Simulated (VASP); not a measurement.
# WF (R3m) in VASP: notebook

Runs on WF. Level: PBE+U. Tasks: single point.

Everything below comes from runs of VASP 6.6.1. Logs are shortened: lines on timing, memory, paths and dates and some standing lists are left out, and cuts for length are marked.

## Step 1: The cell of the first run

It takes space group R3m (No. 160, trigonal). The conventional cell has a = 2.732 Å, b = 2.732 Å, c = 15.209 Å, α = 90.00°, β = 90.00°, γ = 120.00°. Within 2.5 Å of W (site symmetry 3m) lie 1 F at 1.87 Å. F (site symmetry 3m) has 1 W at 1.87 Å within 2.5 Å.

## Step 2: Single point, PBE+U

INCAR

```
PREC = Accurate ; ENCUT = 520
EDIFF = 1E-7 ; ISMEAR = -1
SIGMA = 0.05 ; LREAL = False
LASPH = True ; NELM = 150
ALGO = Normal ; ISIF = 2
LWAVE = False ; LCHARG = False
LMAXMIX = 4 ; LDAU = True
LDAUTYPE = 2 ; LDAUL = 2 -1
LDAUU = 2 0 ; LDAUJ = 0 0
LDAUPRINT = 1 ; GGA = PE
NBANDS = 18
```

KPOINTS

```
Automatic mesh
0
Gamma
  11 11 11
```

POSCAR

```
WF
1.0
    1.3658900000      0.7886000000      5.0696000000
   -1.3658900000      0.7886000000      5.0696000000
    0.0000000000     -1.5771900000      5.0696000000
W F
1 1
Direct
    0.8141200000      0.8141200000      0.8141200000
    0.9371200000      0.9371200000      0.9371200000
```

Potentials or basis: VASP PAW PBE potentials, release 64 (W_sv, F).

The run is started by

```sh
cat potpaw_PBE.64/W_sv/POTCAR potpaw_PBE.64/F/POTCAR > POTCAR
mpirun -np 1 vasp_std > vasp.out
```

OUTCAR:

```text
PREC = Accurate
   ENCUT = 520
   EDIFF = 1E-7
   ISMEAR = -1
   LREAL = False
   LASPH = True
   NELM = 150
   ISIF = 2
   GGA = PE

 ion  position               nearest neighbor table
   1  0.814  0.814  0.814-   2 1.87
   2  0.937  0.937  0.937-   1 1.87

  LATTYP: Found a trigonal (rhomboedric) cell.
 ALAT       =     5.3092739251
 COS(alpha) =     0.8676295086

  Lattice vectors:

 A1 = (   1.3658900000,   0.7886000000,   5.0696000000)
 A2 = (  -1.3658900000,   0.7886000000,   5.0696000000)
 A3 = (   0.0000000000,  -1.5771900000,   5.0696000000)

Analysis of symmetry for initial positions (statically):
=====================================================================
 Subroutine PRICEL returns:
 Original cell was already a primitive cell.

 Routine SETGRP: Setting up the symmetry group for a
 trigonal (rhombohedral) supercell.

 Subroutine GETGRP returns: Found  6 space group operations
 (whereof  6 operations were pure point group operations)
 out of a pool of 12 trial point group operations.

The static configuration has the point symmetry C_3v.

Analysis of symmetry for dynamics (positions and initial velocities):
=====================================================================
 Subroutine PRICEL returns:
 Original cell was already a primitive cell.

 Routine SETGRP: Setting up the symmetry group for a
 trigonal (rhombohedral) supercell.

 Subroutine GETGRP returns: Found  6 space group operations
 (whereof  6 operations were pure point group operations)
 out of a pool of 12 trial point group operations.

The dynamic configuration has the point symmetry C_3v.

 Subroutine INISYM returns: Found  6 space group operations
 (whereof  6 operations are pure point group operations),
 and found     1 'primitive' translations

----------------------------------------------------------------------------------------

                                     Primitive cell

  volume of cell :      32.7639

  direct lattice vectors                    reciprocal lattice vectors
     1.365890000  0.788600000  5.069600000     0.366061689  0.211345893  0.065751268
    -1.365890000  0.788600000  5.069600000    -0.366061689  0.211345893  0.065751268
     0.000000000 -1.577190000  5.069600000     0.000000000 -0.422691786  0.065751685

  length of vectors
     5.309273925  5.309273925  5.309272309     0.427775029  0.427775029  0.427775210

  position of ions in fractional coordinates (direct lattice)
     0.814120000  0.814120000  0.814120000
     0.937120000  0.937120000  0.937120000

  ion indices of the primitive-cell ions
   primitive index   ion index
                 1           1
                 2           2

----------------------------------------------------------------------------------------

 KPOINTS: Automatic mesh

Automatic generation of k-mesh.
 Grid dimensions read from file:
 generate k-points for:   11   11   11

 Generating k-lattice:

  Cartesian coordinates                     Fractional coordinates (reciprocal lattice)
     0.033278335  0.019213263  0.005977388     0.090909091 -0.000000000  0.000000000
    -0.033278335  0.019213263  0.005977388    -0.000000000  0.090909091  0.000000000
     0.000000000 -0.038426526  0.005977426    -0.000000000 -0.000000000  0.090909091

  Length of vectors
     0.038888639  0.038888639  0.038888655

  Shift w.r.t. Gamma in fractional coordinates (k-lattice)
     0.000000000  0.000000000  0.000000000

 Subroutine IBZKPT returns following result:
 ===========================================

 Found    146 irreducible k-points:

 Following reciprocal coordinates:
            Coordinates               Weight
  0.000000  0.000000  0.000000      1.000000
  0.090909  0.000000  0.000000      6.000000
  0.181818 -0.000000  0.000000      6.000000
  0.272727  0.000000 -0.000000      6.000000
  0.363636  0.000000  0.000000      6.000000
  0.454545  0.000000  0.000000      6.000000
[... 16 lines left out ...]
 -0.272727  0.181818 -0.000000     12.000000
 -0.181818  0.181818  0.000000      6.000000
 [... further k-points ...]
   k-points           NKPTS =    146   k-points in BZ     NKDIM =    146   number of bands    NBANDS=     18
   number of dos      NEDOS =    301   number of ions     NIONS =      2
   total plane-waves  NPLWV =  64000
   dimension x,y,z NGX =    40 NGY =   40 NGZ =   40
   dimension x,y,z NGXF=    80 NGYF=   80 NGZF=   80
   ions per type =               1   1
   NGX,Y,Z   is equivalent  to a cutoff of  12.52, 12.52, 12.52 a.u.
   NGXF,Y,Z  is equivalent  to a cutoff of  25.05, 25.05, 25.05 a.u.
 SYSTEM =  unknown system
   PREC   = accura    normal or accurate (medium, high low for compatibility)
   ISTART =      0    job   : 0-new  1-cont  2-samecut
   ICHARG =      2    charge: 1-file 2-atom 10-const
   ISPIN  =      1    spin polarized calculation?
   LNONCOLLINEAR =      F non collinear calculations
   LSORBIT =      F    spin-orbit coupling
   LASPH  =      T    aspherical Exc in radial PAW
   ENCUT  =  520.0 eV  38.22 Ry    6.18 a.u.   9.87  9.87  9.87*2*pi/ulx,y,z
   NELM   =    150;   NELMIN=  2; NELMDL= -5     # of ELM steps
   EDIFF  = 0.1E-06   stopping-criterion for ELM
   LREAL  =      F    real-space projection
   EDIFFG = 0.1E-05   stopping-criterion for IOM
   NSW    =      0    number of steps for IOM
   IBRION =     -1    ionic relax: 0-MD 1-quasi-New 2-CG
   NFREE  =      0    steps in history (QN), initial steepest desc. (CG)
   ISIF   =      2    stress and relaxation
   ISYM   =      2    0-nonsym 1-usesym 2-fastsym
   POTIM  = 0.5000    time-step for ionic-motion
   TEBEG  =    0.0;   TEEND  =   0.0 temperature during run
   PSTRESS=    0.0 pullay stress
   NELECT =      21.0000    total number of electrons
   NUPDOWN=      -1.0000    fix difference up-down
   EMIN   =  10.00;   EMAX   =-10.00  energy-range for DOS
   EFERMI =   0.00;   METHOD = LEGACY
   ISMEAR =    -1;   SIGMA  =   0.05  broadening in eV -4-tet -1-fermi 0-gaus
   EFERMI_NEDOS =   21; number of points for ismear=-14 and -15
   IALGO  =     38    algorithm
   IMIX   =      4    mixing-type and parameters
     AMIX     =   0.40;   BMIX     =  1.00
     AMIX_MAG =   1.60;   BMIX_MAG =  1.00
  volume/ion in A,a.u.               =      16.38       110.55
  Fermi-wavevector in a.u.,A,eV,Ry     =   1.411506  2.667360 27.107556  1.992349
  Thomas-Fermi vector in A             =   2.533350
   LORBIT       =      0    0 simple, 1 ext, 2 COOP (PROOUT), +10 PAW based schemes
 LDA+U is selected, type is set to LDAUTYPE =  2
   angular momentum for each species LDAUL =     2   -1
   U (eV)           for each species LDAUU =   2.0  0.0
   J (eV)           for each species LDAUJ =   0.0  0.0
   GGA     = PE    functional components
   LHFCALC =     F    Hartree Fock is set to
   AEXX    =    0.0000 exact exchange contribution
   IVDW    =     0    specifies the selected vdW correction
   LEPSILON=     F    determine dielectric tensor
   LRPA    =     F    only Hartree local field effects (RPA)
 non-spin polarized calculation
  energy-cutoff  :      520.00
  volume of cell :       32.76
 maximum number of plane-waves:       893
   NGX = 19   NGY = 19   NGZ = 19

atom =   1  type =  1  l = 2

 onsite density matrix

spin component  1

  0.3994 -0.0000 -0.0000  0.0002 -0.0000
 -0.0000  0.2943  0.0000  0.0000  0.0002
 -0.0000  0.0000  0.2954  0.0000 -0.0000
  0.0002  0.0000  0.0000  0.2943 -0.0000
 -0.0000  0.0002 -0.0000 -0.0000  0.3994

spin component  2

  0.3994 -0.0000 -0.0000  0.0002 -0.0000
 -0.0000  0.2943  0.0000  0.0000  0.0002
 -0.0000  0.0000  0.2954  0.0000 -0.0000
  0.0002  0.0000  0.0000  0.2943 -0.0000
 -0.0000  0.0002 -0.0000 -0.0000  0.3994

 occupancies and eigenvectors

  o =  0.2943  v = -0.0000 -1.0000  0.0001  0.0000  0.0018  0.0000  0.0000  0.0000  0.0000  0.0000      0.0000  0.0000  0.0000  0.0000  0.0000  0.0000  0.0000  0.0000  0.0000  0.0000
  o =  0.2943  v =  0.0000  0.0000  0.0000  0.0000  0.0000 -0.0000 -1.0000  0.0001  0.0000  0.0018      0.0000  0.0000  0.0000  0.0000  0.0000  0.0000  0.0000  0.0000  0.0000  0.0000
  o =  0.2943  v =  0.0000  0.0000  0.0000  0.0000  0.0000  0.0019 -0.0000  0.0000 -1.0000  0.0000      0.0000  0.0000  0.0000  0.0000  0.0000  0.0000  0.0000  0.0000  0.0000  0.0000
  o =  0.2943  v =  0.0019 -0.0000  0.0000 -1.0000  0.0000  0.0000  0.0000  0.0000  0.0000  0.0000      0.0000  0.0000  0.0000  0.0000  0.0000  0.0000  0.0000  0.0000  0.0000  0.0000
  o =  0.2954  v = -0.0000 -0.0001 -1.0000 -0.0000 -0.0000  0.0000  0.0000  0.0000  0.0000  0.0000      0.0000  0.0000  0.0000  0.0000  0.0000  0.0000  0.0000  0.0000  0.0000  0.0000
  o =  0.2954  v =  0.0000  0.0000  0.0000  0.0000  0.0000 -0.0000 -0.0001 -1.0000 -0.0000 -0.0000      0.0000  0.0000  0.0000  0.0000  0.0000  0.0000  0.0000  0.0000  0.0000  0.0000
  o =  0.3994  v = -0.0000 -0.0018  0.0000 -0.0000 -1.0000  0.0000  0.0000  0.0000  0.0000  0.0000      0.0000  0.0000  0.0000  0.0000  0.0000  0.0000  0.0000  0.0000  0.0000  0.0000
  o =  0.3994  v =  0.0000  0.0000  0.0000  0.0000  0.0000 -0.0000 -0.0018  0.0000 -0.0000 -1.0000      0.0000  0.0000  0.0000  0.0000  0.0000  0.0000  0.0000  0.0000  0.0000  0.0000
  o =  0.3994  v = -1.0000  0.0000 -0.0000 -0.0019  0.0000  0.0000  0.0000  0.0000  0.0000  0.0000      0.0000  0.0000  0.0000  0.0000  0.0000  0.0000  0.0000  0.0000  0.0000  0.0000
  o =  0.3994  v =  0.0000  0.0000  0.0000  0.0000  0.0000 -1.0000  0.0000 -0.0000 -0.0019  0.0000      0.0000  0.0000  0.0000  0.0000  0.0000  0.0000  0.0000  0.0000  0.0000  0.0000

 number of electron      21.0000005 magnetization

 Free energy of the ion-electron system (eV)
  ---------------------------------------------------
  ext. energy  EPLUGINS =         0.00000000
  ---------------------------------------------------
  free energy    TOTEN  =       -13.62285740 eV

  energy without entropy =      -13.61152284  energy(sigma->0) =      -13.61719012

 E-fermi :   4.7089     XC(G=0): -10.6796

 val. band max:        4.6986526428   @ k =   0.2727   0.2727   0.0909
 cond. band min:       4.7196292455   @ k =  -0.4545   0.3636   0.2727
 fundamental gap:      0.0209766028
 Fermi energy:         4.7089463564

 k-point     1 :       0.0000    0.0000    0.0000
  band No.  band energies     occupation
      1     -69.7029      2.00000
      2     -34.4043      2.00000
      3     -33.0700      2.00000
      4     -33.0700      2.00000
      5     -19.4881      2.00000
      6      -2.0839      2.00000
[... 10 lines left out ...]
     17      19.1026      0.00000
     18      24.5332      0.00000
[... 463 lines left out ...]
 k-point    24 :      -0.1818    0.1818    0.0000
  band No.  band energies     occupation
      1     -69.6191      2.00000
      2     -34.2719      2.00000
      3     -33.9007      2.00000
      4     -33.3732      2.00000
      5     -19.1532      2.00000
      6      -1.5864      2.00000
[... 10 lines left out ...]
     17      19.6374      0.00000
     18      20.4583      0.00000

 [... further k-points ...]
[... 5 lines left out ...]
  --------------------------------------------------------------------------------------
  -------------------------------------------------------------------------------------
  Total        0.6913223      0.6913218      1.0983700      0.0000000      0.0000007      0.0000000
  in kB       33.8061372     33.8061121     53.7110513      0.0000000      0.0000353      0.0000000
  external PRESSURE =      40.4411002 kB  Pullay stress =       0.0000000 kB

 VOLUME and BASIS-vectors are now :
 -----------------------------------------------------------------------------
  energy-cutoff  :      520.00
  volume of cell :       32.76
      direct lattice vectors                 reciprocal lattice vectors
     1.365890000  0.788600000  5.069600000     0.366061689  0.211345893  0.065751268
    -1.365890000  0.788600000  5.069600000    -0.366061689  0.211345893  0.065751268
     0.000000000 -1.577190000  5.069600000     0.000000000 -0.422691786  0.065751685

 POSITION                                       TOTAL-FORCE (eV/Angst)
 -----------------------------------------------------------------------------------
      0.00000      0.00001     12.38179         0.000000     -0.000000     -0.642568
      0.00000      0.00001     14.25247         0.000000      0.000000      0.642568
 -----------------------------------------------------------------------------------
    total drift:                               -0.000000      0.000016      0.000395

  FREE ENERGIE OF THE ION-ELECTRON SYSTEM (eV)
  ---------------------------------------------------
  free  energy   TOTEN  =       -13.6228574007 eV

  energy  without entropy=      -13.6115228425  energy(sigma->0) =      -13.61719012
```

Run time: 3.4 min. Hardware: 1 thread of Intel Xeon Platinum 8259CL at 2.50GHz (Skylake/Cascade Lake), shared host; peak memory 0.29 GiB.

What came out:

| Item | Value |
| --- | --- |
| Free energy | -13.6229 eV |
| Pressure | 4.0 GPa |
| Largest force | 0.643 eV/Å |
| Band gap on the k mesh | zero (an odd number of electrons rules out a gap without spin polarisation) |

Forces on the atoms (eV/Å):
```
W    0.000  0.000 -0.643
F    0.000  0.000  0.643
```

Stress tensor (GPa, compression positive):
```
3.38 0.00 0.00
0.00 3.38 0.00
0.00 0.00 5.37
```

Eigenvalues of the final occupation matrices:
| site | spin | trace | eigenvalues |
| --- | --- | --- | --- |
| site 1 d | 1 | 1.68 | 0.29 0.29 0.30 0.40 0.40 |
| site 1 d | 2 | 1.68 | 0.29 0.29 0.30 0.40 0.40 |

Caveat: the cell stands under pressure; spin-orbit coupling is left out, which moves the levels of the heavy elements; an odd number of electrons without spin polarisation forces a metal; a magnetic or distorted state may lie lower; U without spin polarisation on a metal has little footing.

## Step 3: Single point, PBE+U

INCAR

```
SYSTEM = WF
  PREC = Accurate
  ENCUT = 520
  EDIFF = 1E-7
  ISMEAR = -1
  SIGMA = 0.05
  LREAL = .False.
  LASPH = .True.
  NELM = 150
  ALGO = Normal
  ISIF = 2
  LWAVE = .False.
  LCHARG = .False.
  LMAXMIX = 4
  LDAU = .True.
  LDAUTYPE = 2
  LDAUL = 2 -1
  LDAUU = 4 0
  LDAUJ = 0 0
  LDAUPRINT = 1
  GGA = PE
  NBANDS = 18
```

KPOINTS

```
regular mesh
0
Gamma
  11 11 11
  0 0 0
```

POSCAR is that of step 2.

Potentials or basis: VASP PAW PBE potentials, release 64 (W_sv, F).

The run is started by

```sh
cat potpaw_PBE.64/W_sv/POTCAR potpaw_PBE.64/F/POTCAR > POTCAR
mpirun -np 1 vasp_std > vasp.out
```

It took 4 min on 1 thread of Intel Xeon Platinum 8259CL at 2.50GHz (Skylake/Cascade Lake), shared host; peak memory 0.29 GiB.

The run converged. Its results:

```
Free energy            : -11.4279 eV
Pressure               : 6.6 GPa
Largest force          : 0.900 eV/Å
Band gap on the k mesh : zero (an odd number of electrons rules out a gap without spin polarisation)
```

Forces in eV/Å, atoms in the order of the input:
```
W    0.000  0.000 -0.900
F    0.000  0.000  0.900
```

Stress tensor (GPa, compression positive):
```
5.90 0.00 0.00
0.00 5.90 0.00
0.00 0.00 7.88
```

Levels at points of the mesh, in eV from the Fermi level:
```tsv
k point	band 7	band 8	band 9	band 10	band 11	band 12	band 13	band 14
(0.00, 0.00, 0.00)	-6.53	-4.07	-4.07	-0.31	-0.26	-0.26	3.98	3.98
```

Eigenvalues of the final occupation matrices:
```
    site  spin  trace               eigenvalues
site 1 d     1   1.66  0.28 0.28 0.29 0.40 0.40
site 1 d     2   1.66  0.28 0.28 0.29 0.40 0.40
```

Caveat: the cell stands under pressure; spin-orbit coupling is left out, which moves the levels of the heavy elements; an odd number of electrons without spin polarisation forces a metal; a magnetic or distorted state may lie lower; U without spin polarisation on a metal has little footing.

(Continued in part 2 of 2.)

The gap in the log of VASP goes by the Fermi energy; the results here count the filled bands.